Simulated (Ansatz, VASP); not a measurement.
# LiH: VASP beside Ansatz

Contents of INCAR:

```
  ALGO = Normal
  EDIFF = 1E-7
  ENCUT = 520
  GGA = PE
  ISIF = 2
  ISMEAR = -1
  LASPH = T
  LCHARG = T
  LELF = T
  LREAL = F
  LVHAR = T
  LWAVE = F
  NBANDS = 12
  NELM = 100
  PREC = Accurate
  SIGMA = 0.02
```

KPOINTS

```
k-points
0
Gamma
  12 12 6
```

File POSCAR:

```
LiH
1.0
    3.2450855152      0.0000000000      0.0000000000
   -1.6225427576      2.8103264936      0.0000000000
    0.0000000000      0.0000000000      4.0684421498
Li H
2 2
Direct
    0.3333333333      0.6666666667     -0.0625000000
    0.6666666667      0.3333333333      0.4375000000
    0.3333333333      0.6666666667      0.4375000000
    0.6666666667      0.3333333333      0.9375000000
```

Input for Ansatz:

```yaml
crystal:
  lattice:
    - [3.2450855152, 0.0, 0.0]
    - [-1.6225427576, 2.8103264936, 0.0]
    - [0.0, 0.0, 4.0684421498]
  atoms:
    - { symbol: Li, position: [0.3333333333, 0.6666666667, -0.0625] }
    - { symbol: Li, position: [0.6666666667, 0.3333333333, 0.4375] }
    - { symbol: H, position: [0.3333333333, 0.6666666667, 0.4375] }
    - { symbol: H, position: [0.6666666667, 0.3333333333, 0.9375] }
kpoints:
  mp_grid: { grid: [12, 12, 6] }
  band_path:
    path:
      - [0.0, 0.0, 0.0]
      - [0.5, 0.0, 0.0]
      - [0.3333333333, 0.3333333333, 0.0]
      - [0.0, 0.0, 0.5]
      - [0.5, 0.0, 0.5]
      - [0.3333333333, 0.3333333333, 0.5]
    npoints: 1
hamiltonian:
  xc: pbe
scf:
  occupations: { method: fermi_dirac, width: 0.02 }
  n_extra_bands: 5
output:
  forces: true
  stress: true
  eigenvalues: true
```

Change from the starting cell: biaxial_xy strain -0.3%.

Alike in both runs: task single point; functional PBE; k mesh 12 × 12 × 6; occupations fermi-dirac, width 0.02 eV; no spin polarisation.

|  | VASP | Ansatz |
| --- | --- | --- |
| version | VASP 6.6.1 | Ansatz 0.2.0 |
| potentials or method | VASP PAW PBE potentials, release 64 (Li_sv, H) | plane waves, PAW |
| plane-wave cutoff (eV) | 520 | 420 |
| valence electrons in the cell | 8 | 8 |

|  | VASP | Ansatz | Ansatz less VASP |
| --- | --- | --- | --- |
| gap on the k mesh at the Fermi level (eV) | 1.84 | 1.85 | +0.007 |

The functional is the same, so the differences come from potentials, cutoffs and numerics.

Noted on VASP's run: the cutoff is short for stress, so the pressure is rough.
